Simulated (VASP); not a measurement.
Input of a VASP 6.6.1 run:

File INCAR:

```
ALGO = Normal
EDIFF = 1E-6
ENCUT = 520
GGA = PE
ISIF = 2
ISMEAR = 0
LASPH = True
LCHARG = False
LREAL = False
LWAVE = False
NBANDS = 15
NELM = 60
PREC = Accurate
SIGMA = 0.02
```

Contents of KPOINTS:

```
k-points
0
Gamma
  8 8 8
```

Contents of POSCAR:

```
SrO
1.0
    0.0000000000      2.5973730505      2.5973730505
    2.5973730505      0.0000000000      2.5973730505
    2.5973730505      2.5973730505      0.0000000000
Sr O
1 1
Direct
    0.5000000000      0.5000000000      0.5000000000
    0.0000000000      0.0000000000      0.0000000000
```

Potentials or basis: VASP PAW PBE potentials, release 64 (Sr_sv, O).

Launch:

```sh
$ cat potpaw_PBE.64/Sr_sv/POTCAR potpaw_PBE.64/O/POTCAR > POTCAR
$ mpirun -np 1 vasp_std > vasp.out
```

Q: Estimate the pressure.

A: 0.5 GPa.

Q: Predict the band gap on the k mesh.

A: 3.28 eV, indirect (least direct gap 3.39 eV).

A k mesh can miss the band edges.
